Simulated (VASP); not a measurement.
Set up this calculation in VASP 6.6.1, as the native input.

```yaml
Task: single point
Functional: r2SCAN
Potentials_or_basis: VASP PAW PBE potentials, release 64 (Mg, Sb)
Cutoff: 660 eV
k_mesh: 6 × 6 × 4
Occupations: fermi-dirac, width 0.02 eV
Spin: no spin polarisation
Dipole_correction: no
Further_INCAR_settings: ALGO = Normal; EDIFF = 1e-06; NBANDS = 16
```

Mg3Sb2:

```
Mg Sb
1.0
     4.54082    0.00000    0.00000
    -2.27041    3.93247    0.00000
     0.00000    0.00000    7.19627
Mg Sb
3 2
Cartesian
  0.0000 2.6216 4.5585
  2.2704 1.3108 2.6378
  0.0000 0.0000 0.0000
  0.0000 2.6216 1.6385
  2.2704 1.3108 5.5577
```

The input as run:

POSCAR

```
Mg3Sb2
1.0
    4.5408232400      0.0000000000      0.0000000000
   -2.2704116200      3.9324682800      0.0000000000
    0.0000000000      0.0000000000      7.1962746900
Mg Sb
3 2
Direct
    0.3333333333      0.6666666667      0.6334538718
    0.6666666667      0.3333333333      0.3665461282
    0.0000000000      0.0000000000      0.0000000000
    0.3333333333      0.6666666667      0.2276925462
    0.6666666667      0.3333333333      0.7723074538
```

INCAR.step1

```
ALGO     = Normal         # electronic algorithm
EDIFF    = 1E-5           # SCF threshold, eV
ENCUT    = 660            # plane-wave cutoff, eV
GGA      = PE             # functional
GGA_COMPAT= F            
ISMEAR   = -1             # smearing method
LASPH    = T              # aspherical terms in the spheres
LCHARG   = F              # write CHGCAR
LREAL    = F              # projectors in reciprocal space
LWAVE    = T              # write WAVECAR
NBANDS   = 16             # bands
NELM     = 120            # most SCF steps
PREC     = Accurate       # precision mode
SIGMA    = 0.02           # smearing width, eV
```

INCAR.step2

```
ALGO     = Normal         # electronic algorithm
EDIFF    = 1E-6           # SCF threshold, eV
ENCUT    = 660            # plane-wave cutoff, eV
GGA_COMPAT= F            
ISIF     = 2              # what is computed and relaxed
ISMEAR   = -1             # smearing method
ISTART   = 1            
LASPH    = T              # aspherical terms in the spheres
LCHARG   = T              # write CHGCAR
LELF     = T              # ELF
LMIXTAU  = T            
LREAL    = F              # projectors in reciprocal space
LVHAR    = T            
LWAVE    = F              # write WAVECAR
METAGGA  = R2SCAN         # meta-GGA
NBANDS   = 16             # bands
NELM     = 120            # most SCF steps
PREC     = Accurate       # precision mode
SIGMA    = 0.02           # smearing width, eV
```

KPOINTS

```
k-points
0
Gamma
  6 6 4
```

Potentials or basis: VASP PAW PBE potentials, release 64 (Mg, Sb).

Run with:

```bash
$ cat potpaw_PBE.64/Mg/POTCAR potpaw_PBE.64/Sb/POTCAR > POTCAR
$ cp INCAR.step1 INCAR
$ mpirun -np 1 vasp_std > vasp.out
$ cp INCAR.step2 INCAR
$ mpirun -np 1 vasp_std > vasp.out
```

It gave:

| Property | Result |
| --- | --- |
| Pressure | 0.9 GPa |
| Largest force | 0.010 eV/Å |
| Band gap on the k mesh | 0.54 eV (least direct gap 1.76 eV) |

Caveat: the PAW data sets were made with another functional, which shifts forces and pressure a little; spin-orbit coupling is left out, which moves the levels of the heavy elements.

Run time: 4.5 min on 1 thread of Intel(R) Xeon(R) 6975P-C (Granite Rapids), on a shared host, peak memory 0.37 GiB.
